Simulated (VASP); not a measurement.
Write the native input for VASP 6.6.1 that does the following.

```
Task                   : relaxation of cell and atoms
Functional             : PBE
Potentials or basis    : VASP PAW PBE potentials, release 64 (Mg, Be, S)
Cutoff                 : 600 eV
k mesh                 : 6 × 6 × 4
Occupations            : gaussian, width 0.1 eV
Spin                   : no spin polarisation
Dipole correction      : no
Further INCAR settings : ALGO = Normal; EDIFF = 1e-06; IBRION = 2; EDIFFG = -0.04; NSW = 90; ISIF = 3
```

The structure of Mg3BeS lies in POSCAR:

```
Mg3BeS
1.0
    4.1497054800      0.0000000000      0.0000000000
   -2.0748527400      3.5937503700      0.0000000000
    0.0000000000      0.0000000000      4.9804822800
Mg Be S
3 1 1
Direct
    0.6666666700      0.3333333300      0.2489190000
    0.6666666700      0.3333333300      0.7510810000
    0.0000000000      0.0000000000      0.0000000000
    0.3333333300      0.6666666700      0.0000000000
    0.0000000000      0.0000000000      0.5000000000
```

The cell was built from a structure type or drawn by symmetry, and may not be a known phase.

One way to write it, as run:

INCAR

```
SYSTEM = Mg3BeS
PREC = Accurate ; ENCUT = 600
EDIFF = 1E-6 ; ISMEAR = 0
SIGMA = 0.1 ; LREAL = .False.
LASPH = .True. ; NELM = 60
ALGO = Normal ; ISIF = 3
LWAVE = .False. ; LCHARG = .False.
GGA = PE ; IBRION = 2
NSW = 90 ; EDIFFG = -0.04
```

KPOINTS

```
regular mesh
0
Gamma
  6 6 4
  0 0 0
```

Potentials or basis: VASP PAW PBE potentials, release 64 (Mg, Be, S).

Launch:

```console
$ cat potpaw_PBE.64/Mg/POTCAR potpaw_PBE.64/Be/POTCAR potpaw_PBE.64/S/POTCAR > POTCAR
$ mpirun -np 1 vasp_std > vasp.out
```

It gave:

| Property | Result |
| --- | --- |
| Relaxed volume | 19.50 Å³/atom |
| Relaxed cell | a = 3.979 Å, b = 3.979 Å, c = 7.113 Å, α = 90.00°, β = 90.00°, γ = 120.00° |
| Space group after relaxing (to 0.1 Å) | P-6m2 (No. 187) |
| Energy gained by relaxing | 362.3 meV/atom |
| Ionic steps | 25 |
| Pressure after relaxing | -0.1 GPa |
| Largest force after relaxing | 0.028 eV/Å |
| Band gap on the k mesh | zero (bands 7 and 8 overlap by 2.38 eV) |

Caveat: the volume moved by over 15 % at a fixed basis, so the end points are rough.

Wall time 8.7 min on 1 thread of Intel Xeon 8259CL, with other jobs on the host, peak memory 0.24 GiB.
